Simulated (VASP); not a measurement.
# SnSe2 (Fm-3m) in VASP: notebook

Runs on SnSe2. Level: PBEsol. Tasks: single point.

Program: VASP 6.6.1. These are calculated values, not measurements. Logs are shortened: lines on timing, memory, paths and dates and some standing lists are left out, and cuts for length are marked.

### Step 1. The cell of the first run

The structure is cubic, space group Fm-3m (No. 225). Conventional cell: a = 6.814 Å, b = 6.814 Å, c = 6.814 Å, α = 90.00°, β = 90.00°, γ = 90.00°. Sn (site symmetry m-3m) has 8 Se at 2.95 Å within 3.9 Å. Se (site symmetry -43m) has 4 Sn at 2.95 Å and 6 Se at 3.41 Å within 3.9 Å.

### Step 2. Single point, PBEsol

Input file INCAR:

```
SYSTEM = SnSe2
ALGO = Normal ; EDIFF = 1E-7
ENCUT = 520 ; GGA = PS
ISIF = 2 ; ISMEAR = -1
LASPH = .TRUE. ; LCHARG = .FALSE.
LREAL = .FALSE. ; LWAVE = .FALSE.
NBANDS = 20 ; NELM = 100
PREC = Accurate ; SIGMA = 0.02
```

Input file KPOINTS:

```
k-points
0
G
  4 4 4
  0 0 0
```

Input file POSCAR:

```
SnSe2
1.0
    0.0000000000      3.4068553633      3.4068553633
    3.4068553633      0.0000000000      3.4068553633
    3.4068553633      3.4068553633      0.0000000000
Sn Se
1 2
Direct
    0.0000000000      0.0000000000      0.0000000000
    0.2500000000      0.2500000000      0.2500000000
    0.7500000000      0.7500000000      0.7500000000
```

Potentials or basis: VASP PAW PBE potentials, release 64 (Sn_d, Se).

The run is started by

```console
cat potpaw_PBE.64/Sn_d/POTCAR potpaw_PBE.64/Se/POTCAR > POTCAR
mpirun -np 1 vasp_std > vasp.out
```

OUTCAR:

```text
SYSTEM = SnSe2
   EDIFF = 1E-7
   ENCUT = 520
   GGA = PS
   ISIF = 2
   ISMEAR = -1
   LASPH = .TRUE.
   LREAL = .FALSE.
   NELM = 100
   PREC = Accurate

 ion  position               nearest neighbor table
   1  0.000  0.000  0.000-   3 2.95   3 2.95   3 2.95   2 2.95   3 2.95   2 2.95   2 2.95   2 2.95

   2  0.250  0.250  0.250-   1 2.95   1 2.95   1 2.95   1 2.95
   3  0.750  0.750  0.750-   1 2.95   1 2.95   1 2.95   1 2.95

  LATTYP: Found a face centered cubic cell.
 ALAT       =     6.8137107266

  Lattice vectors:

 A1 = (   0.0000000000,   3.4068553633,   3.4068553633)
 A2 = (   3.4068553633,   0.0000000000,   3.4068553633)
 A3 = (   3.4068553633,   3.4068553633,   0.0000000000)

Analysis of symmetry for initial positions (statically):
=====================================================================
 Subroutine PRICEL returns:
 Original cell was already a primitive cell.

 Routine SETGRP: Setting up the symmetry group for a
 face centered cubic supercell.

 Subroutine GETGRP returns: Found 48 space group operations
 (whereof 48 operations were pure point group operations)
 out of a pool of 48 trial point group operations.

The static configuration has the point symmetry O_h .

Analysis of symmetry for dynamics (positions and initial velocities):
=====================================================================
 Subroutine PRICEL returns:
 Original cell was already a primitive cell.

 Routine SETGRP: Setting up the symmetry group for a
 face centered cubic supercell.

 Subroutine GETGRP returns: Found 48 space group operations
 (whereof 48 operations were pure point group operations)
 out of a pool of 48 trial point group operations.

The dynamic configuration has the point symmetry O_h .

 Subroutine INISYM returns: Found 48 space group operations
 (whereof 48 operations are pure point group operations),
 and found     1 'primitive' translations

----------------------------------------------------------------------------------------

                                     Primitive cell

  volume of cell :      79.0844

  direct lattice vectors                    reciprocal lattice vectors
     0.000000000  3.406855363  3.406855363    -0.146762908  0.146762908  0.146762908
     3.406855363  0.000000000  3.406855363     0.146762908 -0.146762908  0.146762908
     3.406855363  3.406855363  0.000000000     0.146762908  0.146762908 -0.146762908

  length of vectors
     4.818021060  4.818021060  4.818021060     0.254200813  0.254200813  0.254200813

  position of ions in fractional coordinates (direct lattice)
     0.000000000  0.000000000  0.000000000
     0.250000000  0.250000000  0.250000000
     0.750000000  0.750000000  0.750000000

  ion indices of the primitive-cell ions
   primitive index   ion index
                 1           1
                 2           2
                 3           3

----------------------------------------------------------------------------------------

 KPOINTS: k-points

Automatic generation of k-mesh.
 Grid dimensions read from file:
 generate k-points for:    4    4    4

 Generating k-lattice:

  Cartesian coordinates                     Fractional coordinates (reciprocal lattice)
    -0.036690727  0.036690727  0.036690727     0.250000000  0.000000000  0.000000000
     0.036690727 -0.036690727  0.036690727     0.000000000  0.250000000  0.000000000
     0.036690727  0.036690727 -0.036690727     0.000000000  0.000000000  0.250000000

  Length of vectors
     0.063550203  0.063550203  0.063550203

  Shift w.r.t. Gamma in fractional coordinates (k-lattice)
     0.000000000  0.000000000  0.000000000

 Subroutine IBZKPT returns following result:
 ===========================================

 Found      8 irreducible k-points:

 Following reciprocal coordinates:
            Coordinates               Weight
  0.000000  0.000000  0.000000      1.000000
  0.250000  0.000000  0.000000      8.000000
  0.500000  0.000000  0.000000      4.000000
  0.250000  0.250000  0.000000      6.000000
  0.500000  0.250000  0.000000     24.000000
 -0.250000  0.250000  0.000000     12.000000
  0.500000  0.500000  0.000000      3.000000
 -0.250000  0.500000  0.250000      6.000000
   k-points           NKPTS =      8   k-points in BZ     NKDIM =      8   number of bands    NBANDS=     20
   number of dos      NEDOS =    301   number of ions     NIONS =      3
   total plane-waves  NPLWV =  46656
   dimension x,y,z NGX =    36 NGY =   36 NGZ =   36
   dimension x,y,z NGXF=    72 NGYF=   72 NGZF=   72
   ions per type =               1   2
   NGX,Y,Z   is equivalent  to a cutoff of  12.42, 12.42, 12.42 a.u.
   NGXF,Y,Z  is equivalent  to a cutoff of  24.84, 24.84, 24.84 a.u.
 SYSTEM =  SnSe2
   PREC   = accura    normal or accurate (medium, high low for compatibility)
   ISTART =      0    job   : 0-new  1-cont  2-samecut
   ICHARG =      2    charge: 1-file 2-atom 10-const
   ISPIN  =      1    spin polarized calculation?
   LNONCOLLINEAR =      F non collinear calculations
   LSORBIT =      F    spin-orbit coupling
   LASPH  =      T    aspherical Exc in radial PAW
   ENCUT  =  520.0 eV  38.22 Ry    6.18 a.u.   8.96  8.96  8.96*2*pi/ulx,y,z
   NELM   =    100;   NELMIN=  2; NELMDL= -5     # of ELM steps
   EDIFF  = 0.1E-06   stopping-criterion for ELM
   LREAL  =      F    real-space projection
   EDIFFG = 0.1E-05   stopping-criterion for IOM
   NSW    =      0    number of steps for IOM
   IBRION =     -1    ionic relax: 0-MD 1-quasi-New 2-CG
   NFREE  =      0    steps in history (QN), initial steepest desc. (CG)
   ISIF   =      2    stress and relaxation
   ISYM   =      2    0-nonsym 1-usesym 2-fastsym
   POTIM  = 0.5000    time-step for ionic-motion
   TEBEG  =    0.0;   TEEND  =   0.0 temperature during run
   PSTRESS=    0.0 pullay stress
   NELECT =      26.0000    total number of electrons
   NUPDOWN=      -1.0000    fix difference up-down
   EMIN   =  10.00;   EMAX   =-10.00  energy-range for DOS
   EFERMI =   0.00;   METHOD = LEGACY
   ISMEAR =    -1;   SIGMA  =   0.02  broadening in eV -4-tet -1-fermi 0-gaus
   EFERMI_NEDOS =   21; number of points for ismear=-14 and -15
   IALGO  =     38    algorithm
   IMIX   =      4    mixing-type and parameters
     AMIX     =   0.40;   BMIX     =  1.00
     AMIX_MAG =   1.60;   BMIX_MAG =  1.00
  volume/ion in A,a.u.               =      26.36       177.90
  Fermi-wavevector in a.u.,A,eV,Ry     =   1.129888  2.135180 17.369851  1.276648
  Thomas-Fermi vector in A             =   2.266583
   LORBIT       =      0    0 simple, 1 ext, 2 COOP (PROOUT), +10 PAW based schemes
   GGA     = PS    functional components
   LHFCALC =     F    Hartree Fock is set to
   AEXX    =    0.0000 exact exchange contribution
   IVDW    =     0    specifies the selected vdW correction
   LEPSILON=     F    determine dielectric tensor
   LRPA    =     F    only Hartree local field effects (RPA)
 non-spin polarized calculation
  energy-cutoff  :      520.00
  volume of cell :       79.08
 maximum number of plane-waves:      2148
   NGX = 17   NGY = 17   NGZ = 17

 number of electron      26.0000002 magnetization

 Free energy of the ion-electron system (eV)
  ---------------------------------------------------
  ext. energy  EPLUGINS =         0.00000000
  ---------------------------------------------------
  free energy    TOTEN  =       -11.67985940 eV

  energy without entropy =      -11.66616489  energy(sigma->0) =      -11.67301214

 E-fermi :   4.3662     XC(G=0):  -9.6439

 val. band max:        4.3571161388   @ k =   0.5000   0.2500   0.0000
 cond. band min:       4.3948875081   @ k =  -0.2500   0.2500   0.0000
 fundamental gap:      0.0377713693
 Fermi energy:         4.3662312798

 k-point     1 :       0.0000    0.0000    0.0000
  band No.  band energies     occupation
      1     -16.8546      2.00000
      2     -16.8546      2.00000
      3     -16.8546      2.00000
      4     -16.8363      2.00000
      5     -16.8363      2.00000
      6      -9.6617      2.00000
[... 12 lines left out ...]
     19      10.3086      0.00000
     20      10.8553      0.00000

 k-point     2 :       0.2500    0.0000    0.0000
  band No.  band energies     occupation
      1     -16.8579      2.00000
      2     -16.8526      2.00000
      3     -16.8526      2.00000
      4     -16.8361      2.00000
      5     -16.8361      2.00000
      6      -9.2723      2.00000
[... 12 lines left out ...]
     19      11.6703      0.00000
     20      12.2270      0.00000

 k-point     3 :       0.5000    0.0000    0.0000
  band No.  band energies     occupation
      1     -16.8615      2.00000
      2     -16.8510      2.00000
      3     -16.8510      2.00000
      4     -16.8355      2.00000
      5     -16.8355      2.00000
      6      -8.3158      2.00000
[... 12 lines left out ...]
     19      12.0919      0.00000
     20      12.0919      0.00000

 k-point     4 :       0.2500    0.2500    0.0000
  band No.  band energies     occupation
      1     -16.8614      2.00000
      2     -16.8506      2.00000
      3     -16.8506      2.00000
      4     -16.8373      2.00000
      5     -16.8351      2.00000
      6      -9.1725      2.00000
[... 12 lines left out ...]
     19      12.2300      0.00000
     20      12.8221      0.00000

 k-point     5 :       0.5000    0.2500    0.0000
  band No.  band energies     occupation
      1     -16.8619      2.00000
      2     -16.8516      2.00000
      3     -16.8486      2.00000
      4     -16.8372      2.00000
      5     -16.8349      2.00000
      6      -8.4879      2.00000
[... 12 lines left out ...]
     19      12.5516      0.00000
     20      13.4777      0.00000

 k-point     6 :      -0.2500    0.2500    0.0000
  band No.  band energies     occupation
      1     -16.8577      2.00000
      2     -16.8544      2.00000
      3     -16.8504      2.00000
      4     -16.8362      2.00000
      5     -16.8359      2.00000
      6      -8.7036      2.00000
[... 12 lines left out ...]
     19      12.9684      0.00000
     20      13.5197      0.00000

 k-point     7 :       0.5000    0.5000    0.0000
  band No.  band energies     occupation
      1     -16.8682      2.00000
      2     -16.8465      2.00000
      3     -16.8465      2.00000
      4     -16.8384      2.00000
      5     -16.8339      2.00000
      6      -8.4943      2.00000
[... 12 lines left out ...]
     19      11.9872      0.00000
     20      12.9407      0.00000

 k-point     8 :      -0.2500    0.5000    0.2500
  band No.  band energies     occupation
      1     -16.8575      2.00000
      2     -16.8575      2.00000
      3     -16.8465      2.00000
      4     -16.8373      2.00000
      5     -16.8350      2.00000
      6      -8.0751      2.00000
[... 12 lines left out ...]
     19      13.2692      0.00000
     20      13.2693      0.00000

------------------------ aborting loop because EDIFF is reached ----------------------------------------

  FORCE on cell =-STRESS in cart. coord.  units (eV):
  Direction    XX          YY          ZZ          XY          YZ          ZX
  --------------------------------------------------------------------------------------
  -------------------------------------------------------------------------------------
  Total       -0.5611498     -0.5611498     -0.5611498     -0.0000000      0.0000000     -0.0000000
  in kB      -11.3683735    -11.3683735    -11.3683735     -0.0000000      0.0000000     -0.0000000
  external PRESSURE =     -11.3683735 kB  Pullay stress =       0.0000000 kB

 VOLUME and BASIS-vectors are now :
 -----------------------------------------------------------------------------
  energy-cutoff  :      520.00
  volume of cell :       79.08
      direct lattice vectors                 reciprocal lattice vectors
     0.000000000  3.406855363  3.406855363    -0.146762908  0.146762908  0.146762908
     3.406855363  0.000000000  3.406855363     0.146762908 -0.146762908  0.146762908
     3.406855363  3.406855363  0.000000000     0.146762908  0.146762908 -0.146762908

 POSITION                                       TOTAL-FORCE (eV/Angst)
 -----------------------------------------------------------------------------------
      0.00000      0.00000      0.00000        -0.000000      0.000000     -0.000000
      1.70343      1.70343      1.70343        -0.000000     -0.000000     -0.000000
      5.11028      5.11028      5.11028         0.000000      0.000000      0.000000
 -----------------------------------------------------------------------------------
    total drift:                               -0.000000      0.000000      0.000000

  FREE ENERGIE OF THE ION-ELECTRON SYSTEM (eV)
  ---------------------------------------------------
  free  energy   TOTEN  =       -11.6798593958 eV

  energy  without entropy=      -11.6661648937  energy(sigma->0) =      -11.67301214
```

Run time: 7.4 s. Hardware: 1 thread of Intel Xeon Platinum 8481C at 2.70GHz (Sapphire Rapids), shared host; peak memory 0.2 GiB.

Results:

```yaml
Free_energy: -11.6799 eV
Pressure: -1.1 GPa
Band_gap_on_the_k_mesh: zero (band 13 reaches 4.82 eV, above the bottom of band 14 at 2.94 eV)
```

Levels at points of the mesh, in eV from the Fermi level:
| k point | band 10 | band 11 | band 12 | band 13 | band 14 | band 15 | band 16 | band 17 |
| --- | --- | --- | --- | --- | --- | --- | --- | --- |
| (0.00, 0.00, 0.00) | -2.82 | -2.82 | -1.43 | -1.43 | -1.43 | 2.00 | 2.00 | 2.00 |
| (0.50, 0.00, 0.00) | -3.15 | -2.92 | -2.03 | -2.03 | 1.14 | 4.09 | 4.09 | 5.60 |
| (0.50, 0.50, 0.00) | -4.62 | -1.22 | 0.24 | 0.24 | 0.75 | 2.61 | 5.40 | 5.40 |

Caveat: the k points lie up to 0.40 Å⁻¹ apart; the PAW data sets were made with another functional, which shifts forces and pressure a little; spin-orbit coupling is left out, which moves the levels of the heavy elements.

### Step 3. Single point, PBEsol

Input file INCAR:

```
  ALGO = Normal
  EDIFF = 1E-6
  ENCUT = 520
  GGA = PS
  ISIF = 2
  ISMEAR = 1
  LASPH = T
  LCHARG = T
  LELF = T
  LREAL = F
  LVHAR = T
  LWAVE = F
  NBANDS = 20
  NELM = 100
  PREC = Accurate
  SIGMA = 0.5
```

Input file KPOINTS:

```
k-points
0
Gamma
  4 4 4
```

POSCAR is that of step 2.

Potentials or basis: VASP PAW PBE potentials, release 64 (Sn_d, Se).

The run is started by

```console
cat potpaw_PBE.64/Sn_d/POTCAR potpaw_PBE.64/Se/POTCAR > POTCAR
mpirun -np 1 vasp_std > vasp.out
```

Wall time 8.3 s (1 thread of Intel Xeon Platinum 8481C at 2.70GHz (Sapphire Rapids), shared host); peak memory 0.2 GiB.

The run converged. Its results:

- Free energy: -11.7110 eV
- Pressure: -1.2 GPa
- Band gap on the k mesh: zero (band 13 reaches 4.84 eV, above the bottom of band 14 at 2.95 eV)

Levels at points of the mesh, in eV from the Fermi level:
| k point | band 11 | band 12 | band 13 | band 14 | band 15 | band 16 |
| --- | --- | --- | --- | --- | --- | --- |
| (0.00, 0.00, 0.00) | -2.82 | -1.44 | -1.44 | -1.44 | 1.99 | 1.99 |
| (0.50, 0.00, 0.00) | -2.93 | -2.04 | -2.04 | 1.13 | 4.07 | 4.07 |
| (0.50, 0.50, 0.00) | -1.24 | 0.24 | 0.24 | 0.75 | 2.59 | 5.38 |

Caveat: the k points lie up to 0.40 Å⁻¹ apart; the PAW data sets were made with another functional, which shifts forces and pressure a little; spin-orbit coupling is left out, which moves the levels of the heavy elements.

[end of part 1 of 2]
